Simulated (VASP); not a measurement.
A run of VASP 6.6.1 is set up as follows.

File INCAR:

```
SYSTEM = MgO
  PREC = Accurate
  ENCUT = 600
  EDIFF = 1E-6
  ISMEAR = 0
  SIGMA = 0.01
  LREAL = .False.
  LASPH = .True.
  NELM = 120
  ALGO = Normal
  ISIF = 2
  LWAVE = .False.
  LCHARG = .False.
  GGA = PS
  NBANDS = 11
  GGA_COMPAT = .False.
```

KPOINTS

```
Automatic mesh
0
Gamma
  10 10 10
  0 0 0
```

File POSCAR:

```
MgO
1.0
    0.0000000000      2.1085000000      2.1085000000
    2.1085000000      0.0000000000      2.1085000000
    2.1085000000      2.1085000000      0.0000000000
Mg O
1 1
Direct
    0.0000000000      0.0000000000      0.0000000000
    0.5000000000      0.5000000000      0.5000000000
```

Potentials or basis: VASP PAW PBE potentials, release 64 (Mg, O).

Command:

```bash
$ cat potpaw_PBE.64/Mg/POTCAR potpaw_PBE.64/O/POTCAR > POTCAR
$ mpirun -np 1 vasp_std > vasp.out
```

Problem. What does it give for the pressure?

Solution. -1.0 GPa.

Problem. What does it give for the band gap on the k mesh?

Solution. 4.60 eV, direct.

Caveat: the PAW data sets were made with another functional, which shifts forces and pressure a little.

**Experimental background.**

“Electronic structure of alkaline earth and post-transition metal oxides”, 2009, arxiv:0908.1581 quotes, for a bulk crystal of MgO: band gap 7.83 eV.

Against the measured gap of MgO, 7.83 eV (quoted in “Electronic structure of alkaline earth and post-transition metal oxides”, 2009, arxiv:0908.1581), the calculated 4.60 eV is off by -3.23 eV. The value is that of PBEsol, without temperature or zero-point motion. Semilocal functionals fall short of measured gaps as a rule.
